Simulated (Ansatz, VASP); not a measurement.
# One calculation of Rh, two programs

```
Rh
1.0
     2.76839    0.00000    0.00000
    -1.38420    2.39750    0.00000
     0.00000    0.00000    4.30959
Rh
2
Cartesian
  1.3842 0.7992 3.2322
  0.0000 1.5983 1.0774
```

Alike in both runs: task single point; functional r2SCAN; k mesh 24 × 24 × 12; occupations gaussian, width 0.15 eV; no spin polarisation.

```csv
,VASP,Ansatz
version,VASP 6.6.1,Ansatz 0.2.0
potentials or method,"VASP PAW PBE potentials, release 64 (Rh_pv), cutoff 520 eV","scalar-relativistic, plane waves, PAW"
valence electrons in the cell,30,34
```

```csv
,VASP,Ansatz,Ansatz less VASP
gap on the k mesh at the Fermi level (eV),none,none,-
pressure (GPa),-8.1,-9.1,-1.01
"traceless stress, the component that is largest in VASP (GPa)",5.10,4.96,-0.143
```

VASP's potentials were made for PBE, not for r2SCAN. A gap of «none» marks a metal or a gap that the smearing closes. VASP's potentials hold 30 valence electrons a cell and Ansatz's 34, so a difference there can come from the potentials and not from the codes.
